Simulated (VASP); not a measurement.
# SbMo (P6_3/mmc) in VASP: single point with PBEsol

Aim: the single point of SbMo with PBEsol.

All numbers are computed with VASP 6.6.1; they aren't measurements. Logs are shortened: lines on timing, memory, paths and dates and some standing lists are left out, and cuts for length are marked.

### 1 The cell of the first run

It takes space group P6_3/mmc (No. 194, hexagonal). The conventional cell has a = 4.301 Å, b = 4.301 Å, c = 5.205 Å, α = 90.00°, β = 90.00°, γ = 120.00°. Within 3.4 Å of Mo (site symmetry -3m) lie 2 Mo at 2.60 Å and 6 Sb at 2.80 Å. Within 3.7 Å of Sb (site symmetry -6m2) lie 6 Mo at 2.80 Å and 6 Sb at 3.60 Å.

### 2 Single point, PBEsol

Input file POSCAR:

```
SbMo
1.0
    4.3007862046      0.0000000000      0.0000000000
   -2.1503931023      3.7245901095      0.0000000000
    0.0000000000      0.0000000000      5.2048745783
Mo Sb
2 2
Direct
    0.0000000000      0.0000000000      0.0000000000
    0.0000000000      0.0000000000      0.5000000000
    0.3333333333      0.6666666667      0.2500000000
    0.6666666667      0.3333333333      0.7500000000
```

Input file INCAR.step1:

```
ALGO = Normal
EDIFF = 1E-6
ENCUT = 520
GGA = PS
ISIF = 2
ISMEAR = 0
LASPH = True
LCHARG = True
LMAXMIX = 4
LREAL = False
LWAVE = False
NBANDS = 27
NELM = 60
PREC = Accurate
SIGMA = 0.05
```

Input file KPOINTS.step1:

```
k-points
0
Gamma
  10 10 6
```

Input file INCAR.step2:

```
ALGO = Normal
EDIFF = 1E-6
ENCUT = 520
GGA = PS
ICHARG = 11
ISIF = 2
ISMEAR = -5
LASPH = True
LCHARG = False
LMAXMIX = 4
LORBIT = 10
LREAL = False
LWAVE = False
NBANDS = 27
NEDOS = 1001
NELM = 60
PREC = Accurate
SIGMA = 0.05
```

Input file KPOINTS.step2:

```
k-points
0
Gamma
  15 15 9
```

Potentials or basis: VASP PAW PBE potentials, release 64 (Mo_sv, Sb).

On the command line:

```console
$ cat potpaw_PBE.64/Mo_sv/POTCAR potpaw_PBE.64/Sb/POTCAR > POTCAR
$ cp INCAR.step1 INCAR
$ cp KPOINTS.step1 KPOINTS
$ mpirun -np 1 vasp_std > vasp.out
$ cp INCAR.step2 INCAR
$ cp KPOINTS.step2 KPOINTS
$ mpirun -np 1 vasp_std > vasp.out
```

OUTCAR:

```text
EDIFF = 1E-6
   ENCUT = 520
   GGA = PS
   ICHARG = 11
   ISIF = 2
   ISMEAR = -5
   LASPH = True
   LORBIT = 10
   LREAL = False
   NELM = 60
   PREC = Accurate

 ion  position               nearest neighbor table
   1  0.000  0.000  0.000-   2 2.60   2 2.60   4 2.80   3 2.80   4 2.80   3 2.80   4 2.80   3 2.80

   2  0.000  0.000  0.500-   1 2.60   1 2.60   4 2.80   3 2.80   4 2.80   3 2.80   4 2.80   3 2.80

   3  0.333  0.667  0.250-   1 2.80   2 2.80   1 2.80   2 2.80   1 2.80   2 2.80   4 3.60   4 3.60
                             4 3.60   4 3.60   4 3.60   4 3.60
   4  0.667  0.333  0.750-   1 2.80   2 2.80   1 2.80   2 2.80   1 2.80   2 2.80   3 3.60   3 3.60
                             3 3.60   3 3.60   3 3.60   3 3.60

  LATTYP: Found a hexagonal cell.
 ALAT       =     4.3007862046
 C/A-ratio  =     1.2102146749

  Lattice vectors:

 A1 = (   4.3007862046,   0.0000000000,   0.0000000000)
 A2 = (  -2.1503931023,   3.7245901095,   0.0000000000)
 A3 = (   0.0000000000,   0.0000000000,   5.2048745783)

Analysis of symmetry for initial positions (statically):
=====================================================================
 Subroutine PRICEL returns:
 Original cell was already a primitive cell.

 Routine SETGRP: Setting up the symmetry group for a
 hexagonal supercell.

 Subroutine GETGRP returns: Found 24 space group operations
 (whereof 12 operations were pure point group operations)
 out of a pool of 24 trial point group operations.

The static configuration has the point symmetry D_3d.
 The point group associated with its full space group is D_6h.

Analysis of symmetry for dynamics (positions and initial velocities):
=====================================================================
 Subroutine PRICEL returns:
 Original cell was already a primitive cell.

 Routine SETGRP: Setting up the symmetry group for a
 hexagonal supercell.

 Subroutine GETGRP returns: Found 24 space group operations
 (whereof 12 operations were pure point group operations)
 out of a pool of 24 trial point group operations.

The dynamic configuration has the point symmetry D_3d.
 The point group associated with its full space group is D_6h.

 Subroutine INISYM returns: Found 24 space group operations
 (whereof 12 operations are pure point group operations),
 and found     1 'primitive' translations

----------------------------------------------------------------------------------------

                                     Primitive cell

  volume of cell :      83.3751

  direct lattice vectors                    reciprocal lattice vectors
     4.300786205  0.000000000  0.000000000     0.232515627  0.134242960  0.000000000
    -2.150393102  3.724590109  0.000000000     0.000000000  0.268485919  0.000000000
     0.000000000  0.000000000  5.204874578     0.000000000  0.000000000  0.192127588

  length of vectors
     4.300786205  4.300786205  5.204874578     0.268485919  0.268485919  0.192127588

  position of ions in fractional coordinates (direct lattice)
     0.000000000  0.000000000  0.000000000
     0.000000000  0.000000000  0.500000000
     0.333333333  0.666666667  0.250000000
     0.666666667  0.333333333  0.750000000

  ion indices of the primitive-cell ions
   primitive index   ion index
                 1           1
                 2           2
                 3           3
                 4           4

----------------------------------------------------------------------------------------

 KPOINTS: k-points

Automatic generation of k-mesh.
 Grid dimensions read from file:
 generate k-points for:   15   15    9

 Generating k-lattice:

  Cartesian coordinates                     Fractional coordinates (reciprocal lattice)
     0.015501042  0.008949531  0.000000000     0.066666667 -0.000000000  0.000000000
     0.000000000  0.017899061  0.000000000     0.000000000  0.066666667  0.000000000
     0.000000000  0.000000000  0.021347510     0.000000000  0.000000000  0.111111111

  Length of vectors
     0.017899061  0.017899061  0.021347510

  Shift w.r.t. Gamma in fractional coordinates (k-lattice)
     0.000000000  0.000000000  0.000000000

 TETIRR: Found   1950 inequivalent tetrahedra from    12150

 Subroutine IBZKPT returns following result:
 ===========================================

 Found    135 irreducible k-points:

 Following reciprocal coordinates:
            Coordinates               Weight
  0.000000  0.000000  0.000000      1.000000
  0.066667  0.000000  0.000000      6.000000
  0.133333 -0.000000  0.000000      6.000000
  0.200000  0.000000  0.000000      6.000000
  0.266667 -0.000000  0.000000      6.000000
  0.333333  0.000000  0.000000      6.000000
[... 16 lines left out ...]
  0.333333  0.200000  0.000000     12.000000
  0.400000  0.200000  0.000000      6.000000
 [... further k-points ...]
   k-points           NKPTS =    135   k-points in BZ     NKDIM =    135   number of bands    NBANDS=     27
   number of dos      NEDOS =   1001   number of ions     NIONS =      4
   total plane-waves  NPLWV =  40960
   dimension x,y,z NGX =    32 NGY =   32 NGZ =   40
   dimension x,y,z NGXF=    64 NGYF=   64 NGZF=   80
   ions per type =               2   2
   NGX,Y,Z   is equivalent  to a cutoff of  12.37, 12.37, 12.78 a.u.
   NGXF,Y,Z  is equivalent  to a cutoff of  24.74, 24.74, 25.55 a.u.
 SYSTEM =  unknown system
   PREC   = accura    normal or accurate (medium, high low for compatibility)
   ISTART =      0    job   : 0-new  1-cont  2-samecut
   ICHARG =     11    charge: 1-file 2-atom 10-const
   ISPIN  =      1    spin polarized calculation?
   LNONCOLLINEAR =      F non collinear calculations
   LSORBIT =      F    spin-orbit coupling
   LASPH  =      T    aspherical Exc in radial PAW
   ENCUT  =  520.0 eV  38.22 Ry    6.18 a.u.   8.00  8.00  9.68*2*pi/ulx,y,z
   NELM   =     60;   NELMIN=  2; NELMDL=  0     # of ELM steps
   EDIFF  = 0.1E-05   stopping-criterion for ELM
   LREAL  =      F    real-space projection
   EDIFFG = 0.1E-04   stopping-criterion for IOM
   NSW    =      0    number of steps for IOM
   IBRION =     -1    ionic relax: 0-MD 1-quasi-New 2-CG
   NFREE  =      0    steps in history (QN), initial steepest desc. (CG)
   ISIF   =      2    stress and relaxation
   ISYM   =      2    0-nonsym 1-usesym 2-fastsym
   POTIM  = 0.5000    time-step for ionic-motion
   TEBEG  =    0.0;   TEEND  =   0.0 temperature during run
   PSTRESS=    0.0 pullay stress
   NELECT =      38.0000    total number of electrons
   NUPDOWN=      -1.0000    fix difference up-down
   EMIN   =  10.00;   EMAX   =-10.00  energy-range for DOS
   EFERMI =   0.00;   METHOD = LEGACY
   ISMEAR =    -5;   SIGMA  =   0.05  broadening in eV -4-tet -1-fermi 0-gaus
   EFERMI_NEDOS =   21; number of points for ismear=-14 and -15
   IALGO  =     38    algorithm
   IMIX   =      4    mixing-type and parameters
     AMIX     =   0.40;   BMIX     =  1.00
     AMIX_MAG =   1.60;   BMIX_MAG =  1.00
  volume/ion in A,a.u.               =      20.84       140.66
  Fermi-wavevector in a.u.,A,eV,Ry     =   1.259864  2.380799 21.595963  1.587258
  Thomas-Fermi vector in A             =   2.393403
   LORBIT       =     10    0 simple, 1 ext, 2 COOP (PROOUT), +10 PAW based schemes
   GGA     = PS    functional components
   LHFCALC =     F    Hartree Fock is set to
   AEXX    =    0.0000 exact exchange contribution
   IVDW    =     0    specifies the selected vdW correction
   LEPSILON=     F    determine dielectric tensor
   LRPA    =     F    only Hartree local field effects (RPA)
 non-spin polarized calculation
 Fermi weights with tetrahedron method with Bloechl corrections
  energy-cutoff  :      520.00
  volume of cell :       83.38
 maximum number of plane-waves:      2271
 NGX is ok and might be reduce to    32

 number of electron      37.9999995 magnetization

 Free energy of the ion-electron system (eV)
  ---------------------------------------------------
  ext. energy  EPLUGINS =         0.00000000
  ---------------------------------------------------
  free energy    TOTEN  =       -31.53700621 eV

  energy without entropy =      -31.53700621  energy(sigma->0) =      -31.53700621

 E-fermi :   9.5992     XC(G=0): -11.5227

 val. band max:        9.6311011059   @ k =   0.2667   0.2000   0.0000
 cond. band min:       9.5785334211   @ k =   0.4000  -0.0000   0.4444
 fundamental gap:     -0.0525676847
 Fermi energy:         9.5991646839

 k-point     1 :       0.0000    0.0000    0.0000
  band No.  band energies     occupation
      1     -50.9448      2.00000
      2     -50.7510      2.00000
      3     -25.7713      2.00000
      4     -25.0908      2.00000
      5     -25.0908      2.00000
      6     -24.9108      2.00000
[... 19 lines left out ...]
     26      15.4139      0.00000
     27      15.4326      0.00000

 k-point     2 :       0.0667    0.0000    0.0000
  band No.  band energies     occupation
      1     -50.9448      2.00000
      2     -50.7510      2.00000
      3     -25.7711      2.00000
      4     -25.0919      2.00000
      5     -25.0911      2.00000
      6     -24.9114      2.00000
[... 19 lines left out ...]
     26      15.0028      0.00000
     27      15.2596      0.00000

 k-point     3 :       0.1333   -0.0000    0.0000
  band No.  band energies     occupation
      1     -50.9447      2.00000
      2     -50.7509      2.00000
      3     -25.7704      2.00000
      4     -25.0950      2.00000
      5     -25.0919      2.00000
      6     -24.9131      2.00000
[... 594 lines left out ...]
      1     -50.9439      2.00000
      2     -50.7503      2.00000
      3     -25.7658      2.00000
      4     -25.1124      2.00000
      5     -25.1021      2.00000
      6     -24.9222      2.00000
[... 19 lines left out ...]
     26      13.2211      0.00000
     27      16.4028      0.00000

 k-point    24 :       0.4000    0.2000    0.0000
  band No.  band energies     occupation
      1     -50.9439      2.00000
      2     -50.7503      2.00000
      3     -25.7656      2.00000
      4     -25.1129      2.00000
      5     -25.1027      2.00000
      6     -24.9225      2.00000
[... 19 lines left out ...]
     26      13.1963      0.00000
     27      16.3984      0.00000

 [... further k-points ...]
[... 5 lines left out ...]
  --------------------------------------------------------------------------------------
  -------------------------------------------------------------------------------------
  Total       -0.7048348     -0.7048348      0.4953527      0.0000000     -0.0000000      0.0000000
  in kB      -13.5444480    -13.5444480      9.5189391      0.0000000     -0.0000000      0.0000000
  external PRESSURE =      -5.8566523 kB  Pullay stress =       0.0000000 kB

 VOLUME and BASIS-vectors are now :
 -----------------------------------------------------------------------------
  energy-cutoff  :      520.00
  volume of cell :       83.38
      direct lattice vectors                 reciprocal lattice vectors
     4.300786205  0.000000000  0.000000000     0.232515627  0.134242960  0.000000000
    -2.150393102  3.724590109  0.000000000     0.000000000  0.268485919  0.000000000
     0.000000000  0.000000000  5.204874578     0.000000000  0.000000000  0.192127588

 POSITION                                       TOTAL-FORCE (eV/Angst)
 -----------------------------------------------------------------------------------
      0.00000      0.00000      0.00000        -0.000000     -0.000000      0.000000
      0.00000      0.00000      2.60244        -0.000000     -0.000000      0.000000
     -0.00000      2.48306      1.30122         0.000000      0.000000     -0.000000
      2.15039      1.24153      3.90366        -0.000000      0.000000      0.000000
 -----------------------------------------------------------------------------------
    total drift:                                0.000000     -0.000000      0.000000

  FREE ENERGIE OF THE ION-ELECTRON SYSTEM (eV)
  ---------------------------------------------------
  free  energy   TOTEN  =       -31.5370062126 eV

  energy  without entropy=      -31.5370062126  energy(sigma->0) =      -31.53700621

 total charge

# of ion       s       p       d       tot
------------------------------------------
    1        2.312   6.145   4.063  12.521
    2        2.312   6.145   4.063  12.521
    3        1.112   1.323   0.070   2.504
    4        1.112   1.323   0.070   2.504
--------------------------------------------------
tot          6.849  14.935   8.266  30.051
```

It took 3.4 min on 1 thread of Intel Xeon 8259CL, shared host; peak memory 0.39 GiB.

What came out:

- Valence electrons inside the program's atomic spheres: Mo 12.52; Sb 2.50

Caveat: the PAW data sets were made with another functional, which shifts forces and pressure a little; spin-orbit coupling is left out, which moves the levels of the heavy elements.
